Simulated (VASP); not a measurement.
# Al (Im-3m) in VASP: a series of runs, part 2 of 2

VASP 6.6.1. Earlier steps stand in the parts before.

### 3 Relaxation of cell and atoms, PBE

This run uses another cell than the first one, of 16.99 Å³/atom, 1.003 times its volume.

Contents of INCAR:

```
SYSTEM = Al
ALGO = Normal
EDIFF = 1E-6
EDIFFG = -0.01
ENCUT = 600
GGA = PE
IBRION = 2
ISIF = 3
ISMEAR = 0
LASPH = .True.
LCHARG = .False.
LREAL = .False.
LWAVE = .False.
NELM = 80
NSW = 80
PREC = Accurate
SIGMA = 0.1
```

Contents of KPOINTS:

```
k-points
0
Gamma
  18 18 18
  0 0 0
```

Contents of POSCAR:

```
Al
1.0
   -1.6194745014      1.6194745014      1.6194745014
    1.6194745014     -1.6194745014      1.6194745014
    1.6194745014      1.6194745014     -1.6194745014
Al
1
Direct
    0.0000000000      0.0000000000      0.0000000000
```

Potentials or basis: VASP PAW PBE potentials, release 64 (Al).

Started as:

```bash
$ cat potpaw_PBE.64/Al/POTCAR > POTCAR
$ mpirun -np 1 vasp_std > vasp.out
```

OUTCAR:

```text
SYSTEM = Al
   EDIFF = 1E-6
   EDIFFG = -0.01
   ENCUT = 600
   GGA = PE
   IBRION = 2
   ISIF = 3
   ISMEAR = 0
   LASPH = .True.
   LREAL = .False.
   NELM = 80
   NSW = 80
   PREC = Accurate

 ion  position               nearest neighbor table
   1  0.000  0.000  0.000-

  LATTYP: Found a body centered cubic cell.
 ALAT       =     3.2389490028

  Lattice vectors:

 A1 = (  -1.6194745014,   1.6194745014,   1.6194745014)
 A2 = (   1.6194745014,  -1.6194745014,   1.6194745014)
 A3 = (   1.6194745014,   1.6194745014,  -1.6194745014)

Analysis of symmetry for initial positions (statically):
=====================================================================
 Subroutine PRICEL returns:
 Original cell was already a primitive cell.

 Routine SETGRP: Setting up the symmetry group for a
 body centered cubic supercell.

 Subroutine GETGRP returns: Found 48 space group operations
 (whereof 48 operations were pure point group operations)
 out of a pool of 48 trial point group operations.

The static configuration has the point symmetry O_h .

Analysis of symmetry for dynamics (positions and initial velocities):
=====================================================================
 Subroutine PRICEL returns:
 Original cell was already a primitive cell.

 Routine SETGRP: Setting up the symmetry group for a
 body centered cubic supercell.

 Subroutine GETGRP returns: Found 48 space group operations
 (whereof 48 operations were pure point group operations)
 out of a pool of 48 trial point group operations.

The dynamic configuration has the point symmetry O_h .

[... 158 lines left out ...]
 -----------------------------------------------------------------------------
  energy-cutoff  :      600.00
  volume of cell :       16.99
      direct lattice vectors                 reciprocal lattice vectors
    -1.619474501  1.619474501  1.619474501     0.000000000  0.308742126  0.308742126
     1.619474501 -1.619474501  1.619474501     0.308742126  0.000000000  0.308742126
     1.619474501  1.619474501 -1.619474501     0.308742126  0.308742126  0.000000000

 POSITION                                       TOTAL-FORCE (eV/Angst)
 -----------------------------------------------------------------------------------
      0.00000      0.00000      0.00000        -0.000000      0.000000     -0.000000
 -----------------------------------------------------------------------------------
    total drift:                                0.000000     -0.000000      0.000000

  FREE ENERGIE OF THE ION-ELECTRON SYSTEM (eV)
  ---------------------------------------------------
  free  energy   TOTEN  =        -3.6528627562 eV

  energy  without entropy=       -3.6512974781  energy(sigma->0) =       -3.65208012

--------------------------------------- Ionic step        2  -------------------------------------------

 number of electron       3.0000000 magnetization

 Free energy of the ion-electron system (eV)
  ---------------------------------------------------
  ext. energy  EPLUGINS =         0.00000000
  ---------------------------------------------------
  free energy    TOTEN  =        -3.65290261 eV

  energy without entropy =       -3.65132653  energy(sigma->0) =       -3.65211457

 E-fermi :   7.7428     XC(G=0): -10.1081

 val. band max:        7.6742074070   @ k =   0.2778   0.1111   0.1111
 cond. band min:       7.7505839169   @ k =   0.2778   0.1667   0.0556
 fundamental gap:      0.0763765099
 Fermi energy:         7.7428300381

 k-point     1 :       0.0000    0.0000    0.0000
  band No.  band energies     occupation
      1      -3.2187      2.00000
      2      20.8483      0.00000
      3      20.8483      0.00000
      4      20.8483      0.00000
      5      22.0635      0.00000
[... 177 lines left out ...]
 k-point    24 :       0.3889    0.1111    0.0000
  band No.  band energies     occupation
      1       2.5179      2.00000
      2       5.5508      2.00000
      3      12.7863      0.00000
      4      15.6174      0.00000
      5      19.0274      0.00000

 [... further k-points ...]
[... 5 lines left out ...]
  --------------------------------------------------------------------------------------
  -------------------------------------------------------------------------------------
  Total        0.0016656      0.0016656      0.0016656      0.0000000     -0.0000000      0.0000000
  in kB        0.1576162      0.1576162      0.1576162      0.0000000     -0.0000000      0.0000000
  external PRESSURE =       0.1576162 kB  Pullay stress =       0.0000000 kB

 VOLUME and BASIS-vectors are now :
 -----------------------------------------------------------------------------
  energy-cutoff  :      600.00
  volume of cell :       16.93
      direct lattice vectors                 reciprocal lattice vectors
    -1.617594573  1.617594573  1.617594573     0.000000000  0.309100938  0.309100938
     1.617594573 -1.617594573  1.617594573     0.309100938  0.000000000  0.309100938
     1.617594573  1.617594573 -1.617594573     0.309100938  0.309100938  0.000000000

 POSITION                                       TOTAL-FORCE (eV/Angst)
 -----------------------------------------------------------------------------------
      3.23519      0.00000      0.00000         0.000000     -0.000000      0.000000
 -----------------------------------------------------------------------------------
    total drift:                               -0.000000      0.000000      0.000000

  FREE ENERGIE OF THE ION-ELECTRON SYSTEM (eV)
  ---------------------------------------------------
  free  energy   TOTEN  =        -3.6529026092 eV

  energy  without entropy=       -3.6513265258  energy(sigma->0) =       -3.65211457

 reached required accuracy - stopping structural energy minimisation
```

Wall time 9.2 s (1 thread of Intel Xeon 6975P-C, shared host); peak memory 0.15 GiB.

Results:

```yaml
Free_energy: -3.6529 eV
Relaxed_volume: 16.93 Å³/atom
Relaxed_cell: a = 2.802 Å, b = 2.802 Å, c = 2.802 Å, α = 109.47°, β = 109.47°, γ = 109.47°
Space_group_after_relaxing_to_0.05_Å: Im-3m (No. 229)
Energy_gained_by_relaxing: 0.0 meV/atom
Ionic_steps: 2
Pressure_after_relaxing: 0.0 GPa
```

Final structure:
```yaml
crystal:
  lattice:
    - [-1.61759, 1.61759, 1.61759]
    - [1.61759, -1.61759, 1.61759]
    - [1.61759, 1.61759, -1.61759]
  atoms:
    - { symbol: Al, position: [0.00000, 0.00000, 0.00000] }
```
